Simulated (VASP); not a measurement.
# GaCuSe2 (I-42d) in VASP: single point with PBE

Aim: the single point of GaCuSe2 with PBE.

Program: VASP 6.6.1. These are calculated values, not measurements. Logs are shortened: lines on timing, memory, paths and dates and some standing lists are left out, and cuts for length are marked.

## Step 1: The cell of the first run

Symmetry: I-42d, No. 122, tetragonal system. The conventional cell has a = 5.619 Å, b = 5.619 Å, c = 11.026 Å, α = 90.00°, β = 90.00°, γ = 90.00°. Ga (site symmetry -4) has 4 Se at 2.44 Å within 3.2 Å. Cu (site symmetry -4) has 4 Se at 2.40 Å within 3.2 Å. Within 3.2 Å of Se (site symmetry 2) lie 2 Cu at 2.40 Å and 2 Ga at 2.44 Å.

## Step 2: Single point, PBE

The input, INCAR:

```
PREC = Accurate
ENCUT = 520
EDIFF = 1E-6
ISMEAR = -1
SIGMA = 0.02
LREAL = F
LASPH = T
NELM = 80
ALGO = Normal
ISIF = 2
LWAVE = F
LCHARG = T
GGA = PE
LELF = T
LVHAR = T
NBANDS = 46
```

The input, KPOINTS:

```
Automatic mesh
0
Gamma
  7 7 7
```

The input, POSCAR:

```
GaCuSe2
1.0
   -2.8095500000      2.8095500000      5.5130000000
    2.8095500000     -2.8095500000      5.5130000000
    2.8095500000      2.8095500000     -5.5130000000
Ga Cu Se
2 2 4
Direct
    0.5000000000      0.5000000000      0.0000000000
    0.2500000000      0.7500000000      0.5000000000
    0.0000000000      0.0000000000      0.0000000000
    0.7500000000      0.2500000000      0.5000000000
    0.3750000000      0.3683935084      0.4933935084
    0.6316064916      0.1250000000      1.0066064916
    0.8750000000      0.8816064916      0.5066064916
    0.1183935084      0.6250000000     -0.0066064916
```

Potentials or basis: VASP PAW PBE potentials, release 64 (Ga_d, Cu, Se).

Run with:

```console
$ cat potpaw_PBE.64/Ga_d/POTCAR potpaw_PBE.64/Cu/POTCAR potpaw_PBE.64/Se/POTCAR > POTCAR
$ mpirun -np 1 vasp_std > vasp.out
```

OUTCAR:

```text
PREC = Accurate
   ENCUT = 520
   EDIFF = 1E-6
   ISMEAR = -1
   LREAL = F
   LASPH = T
   NELM = 80
   ISIF = 2
   GGA = PE

 ion  position               nearest neighbor table
   1  0.500  0.500  0.000-   7 2.44   8 2.44   5 2.44   6 2.44
   2  0.250  0.750  0.500-   6 2.44   5 2.44   8 2.44   7 2.44
   3  0.000  0.000  0.000-   6 2.40   7 2.40   8 2.40   5 2.40
   4  0.750  0.250  0.500-   5 2.40   6 2.40   7 2.40   8 2.40
   5  0.375  0.368  0.493-   4 2.40   3 2.40   1 2.44   2 2.44
   6  0.632  0.125  0.007-   3 2.40   4 2.40   2 2.44   1 2.44
   7  0.875  0.882  0.507-   3 2.40   4 2.40   1 2.44   2 2.44
   8  0.118  0.625  0.993-   3 2.40   4 2.40   2 2.44   1 2.44

  LATTYP: Found a body centered tetragonal cell.
 ALAT       =     5.6191000000
 C/A-ratio  =     1.9622359453

  Lattice vectors:

 A1 = (  -2.8095500000,   2.8095500000,   5.5130000000)
 A2 = (   2.8095500000,  -2.8095500000,   5.5130000000)
 A3 = (   2.8095500000,   2.8095500000,  -5.5130000000)

Analysis of symmetry for initial positions (statically):
=====================================================================
 Subroutine PRICEL returns:
 Original cell was already a primitive cell.

 Routine SETGRP: Setting up the symmetry group for a
 body centered tetragonal supercell.

 Subroutine GETGRP returns: Found  8 space group operations
 (whereof  4 operations were pure point group operations)
 out of a pool of 16 trial point group operations.

The static configuration has the point symmetry S_4 .
 The point group associated with its full space group is D_2d.

Analysis of symmetry for dynamics (positions and initial velocities):
=====================================================================
 Subroutine PRICEL returns:
 Original cell was already a primitive cell.

 Routine SETGRP: Setting up the symmetry group for a
 body centered tetragonal supercell.

 Subroutine GETGRP returns: Found  8 space group operations
 (whereof  4 operations were pure point group operations)
 out of a pool of 16 trial point group operations.

The dynamic configuration has the point symmetry S_4 .
 The point group associated with its full space group is D_2d.

 Subroutine INISYM returns: Found  8 space group operations
 (whereof  4 operations are pure point group operations),
 and found     1 'primitive' translations

----------------------------------------------------------------------------------------

[... 103 lines left out ...]
   NELM   =     80;   NELMIN=  2; NELMDL= -5     # of ELM steps
   EDIFF  = 0.1E-05   stopping-criterion for ELM
   LREAL  =      F    real-space projection
   EDIFFG = 0.1E-04   stopping-criterion for IOM
   NSW    =      0    number of steps for IOM
   IBRION =     -1    ionic relax: 0-MD 1-quasi-New 2-CG
   NFREE  =      0    steps in history (QN), initial steepest desc. (CG)
   ISIF   =      2    stress and relaxation
   ISYM   =      2    0-nonsym 1-usesym 2-fastsym
   POTIM  = 0.5000    time-step for ionic-motion
   TEBEG  =    0.0;   TEEND  =   0.0 temperature during run
   PSTRESS=    0.0 pullay stress
   NELECT =      72.0000    total number of electrons
   NUPDOWN=      -1.0000    fix difference up-down
   EMIN   =  10.00;   EMAX   =-10.00  energy-range for DOS
   EFERMI =   0.00;   METHOD = LEGACY
   ISMEAR =    -1;   SIGMA  =   0.02  broadening in eV -4-tet -1-fermi 0-gaus
   EFERMI_NEDOS =   21; number of points for ismear=-14 and -15
   IALGO  =     38    algorithm
   IMIX   =      4    mixing-type and parameters
     AMIX     =   0.40;   BMIX     =  1.00
     AMIX_MAG =   1.60;   BMIX_MAG =  1.00
  volume/ion in A,a.u.               =      21.76       146.83
  Fermi-wavevector in a.u.,A,eV,Ry     =   1.219772  2.305034 20.243327  1.487843
  Thomas-Fermi vector in A             =   2.355012
   LORBIT       =      0    0 simple, 1 ext, 2 COOP (PROOUT), +10 PAW based schemes
   GGA     = PE    functional components
   LHFCALC =     F    Hartree Fock is set to
   AEXX    =    0.0000 exact exchange contribution
   IVDW    =     0    specifies the selected vdW correction
   LEPSILON=     F    determine dielectric tensor
   LRPA    =     F    only Hartree local field effects (RPA)
 non-spin polarized calculation
  energy-cutoff  :      520.00
  volume of cell :      174.07
 maximum number of plane-waves:      4730
 NGX is ok and might be reduce to    54
   NGX = 25   NGY = 25   NGZ = 25

 number of electron      72.0000026 magnetization

 Free energy of the ion-electron system (eV)
  ---------------------------------------------------
  ext. energy  EPLUGINS =         0.00000000
  ---------------------------------------------------
  free energy    TOTEN  =       -31.06239861 eV

  energy without entropy =      -31.06237781  energy(sigma->0) =      -31.06238821

 E-fermi :   4.1590     XC(G=0):  -9.6373

 val. band max:        4.0771902651   @ k =   0.0000   0.0000   0.0000
 cond. band min:       4.2399062997   @ k =   0.0000   0.0000   0.0000
 fundamental gap:      0.1627160346
 Fermi energy:         4.1589761266

 k-point     1 :       0.0000    0.0000    0.0000
  band No.  band energies     occupation
      1     -11.4967      2.00000
      2     -11.4939      2.00000
      3     -11.4939      2.00000
      4     -11.3498      2.00000
      5     -11.3362      2.00000
      6     -11.3362      2.00000
[... 1165 lines left out ...]
     45       9.5668      0.00000
     46       9.6924      0.00000

 [... further k-points ...]
[... 5 lines left out ...]
  --------------------------------------------------------------------------------------
  -------------------------------------------------------------------------------------
  Total        2.9368986      2.9368986      3.3685038      0.0000000     -0.0000000      0.0000000
  in kB       27.0319902     27.0319902     31.0045981      0.0000000     -0.0000000      0.0000000
  external PRESSURE =      28.3561928 kB  Pullay stress =       0.0000000 kB

 VOLUME and BASIS-vectors are now :
 -----------------------------------------------------------------------------
  energy-cutoff  :      520.00
  volume of cell :      174.07
      direct lattice vectors                 reciprocal lattice vectors
    -2.809550000  2.809550000  5.513000000     0.000000000  0.177964443  0.090694722
     2.809550000 -2.809550000  5.513000000     0.177964443  0.000000000  0.090694722
     2.809550000  2.809550000 -5.513000000     0.177964443  0.177964443  0.000000000

 POSITION                                       TOTAL-FORCE (eV/Angst)
 -----------------------------------------------------------------------------------
      0.00000      0.00000      5.51300         0.000000     -0.000000      0.000000
      2.80955     -0.00000      2.75650         0.000000     -0.000000      0.000000
      0.00000      0.00000      0.00000         0.000000     -0.000000     -0.000000
     -0.00000      2.80955      2.75650         0.000000     -0.000000      0.000000
      1.36765      1.40478      1.37825         0.012716     -0.000000     -0.000000
     -1.40478      1.44190      4.13475         0.000000     -0.012716      0.000000
      1.44190      1.40477      6.89125        -0.012716     -0.000000      0.000000
      4.21433      1.36765     -1.37825         0.000000      0.012716     -0.000000
 -----------------------------------------------------------------------------------
    total drift:                                0.000000      0.000000     -0.000004

  FREE ENERGIE OF THE ION-ELECTRON SYSTEM (eV)
  ---------------------------------------------------
  free  energy   TOTEN  =       -31.0623986071 eV

  energy  without entropy=      -31.0623778061  energy(sigma->0) =      -31.06238821
```

OSZICAR:

```text
N       E                     dE             d eps       ncg     rms          rms(c)
DAV:   1     0.721278676609E+03    0.72128E+03   -0.31273E+04  3806   0.209E+03
DAV:   2     0.100062327829E+03   -0.62122E+03   -0.59672E+03  3728   0.565E+02
DAV:   3    -0.228138808371E+02   -0.12288E+03   -0.11875E+03  4374   0.207E+02
DAV:   4    -0.323852487092E+02   -0.95714E+01   -0.94515E+01  5104   0.565E+01
DAV:   5    -0.326870585053E+02   -0.30181E+00   -0.30111E+00  5036   0.112E+01    0.120E+01
DAV:   6    -0.328179750413E+02   -0.13092E+00   -0.30164E+01  5068   0.858E+01    0.895E+00
DAV:   7    -0.309825295618E+02    0.18354E+01   -0.75238E+00  4788   0.643E+01    0.359E+00
DAV:   8    -0.311555946340E+02   -0.17307E+00   -0.29519E+00  5696   0.200E+01    0.288E+00
DAV:   9    -0.310625932738E+02    0.93001E-01   -0.87823E-01  5176   0.160E+01    0.547E-01
DAV:  10    -0.310613645325E+02    0.12287E-02   -0.58900E-02  5210   0.424E+00    0.147E-01
DAV:  11    -0.310625517728E+02   -0.11872E-02   -0.94779E-03  5624   0.113E+00    0.119E-01
DAV:  12    -0.310623754848E+02    0.17629E-03   -0.12915E-03  5424   0.668E-01    0.222E-02
DAV:  13    -0.310623917426E+02   -0.16258E-04   -0.15941E-04  4484   0.750E-02    0.122E-02
DAV:  14    -0.310623998834E+02   -0.81407E-05   -0.36162E-05  5284   0.848E-02    0.111E-02
DAV:  15    -0.310623981283E+02    0.17551E-05   -0.13349E-05  4038   0.755E-02    0.318E-03
DAV:  16    -0.310623986071E+02   -0.47883E-06   -0.29411E-06  3586   0.973E-03
   1 F= -.31062399E+02 E0= -.31062388E+02  d E =-.208010E-04
```

It took 24 min on 1 thread of Oxide Virtual Turin-like, shared host; peak memory 0.54 GiB.

Results:

```yaml
Free_energy: -31.0624 eV
Pressure: 2.8 GPa
Largest_force: 0.013 eV/Å
Band_gap_on_the_k_mesh: 0.16 eV
```

Forces in eV/Å, atoms in the order of the input:
```
Ga   0.000  0.000  0.000
Ga   0.000  0.000  0.000
Cu   0.000  0.000  0.000
Cu   0.000  0.000  0.000
Se   0.013  0.000  0.000
Se   0.000 -0.013  0.000
Se  -0.013  0.000  0.000
Se   0.000  0.013  0.000
```

Levels at points of the mesh, in eV from the valence-band top:
| k point | band 32 | band 33 | band 34 | band 35 | band 36 | band 37 | band 38 | band 39 | band 40 | band 41 |
| --- | --- | --- | --- | --- | --- | --- | --- | --- | --- | --- |
| (0.00, 0.00, 0.00) | -1.76 | -1.65 | -0.12 | -0.12 | 0.00 | 0.16 | 1.85 | 2.08 | 3.94 | 3.94 |
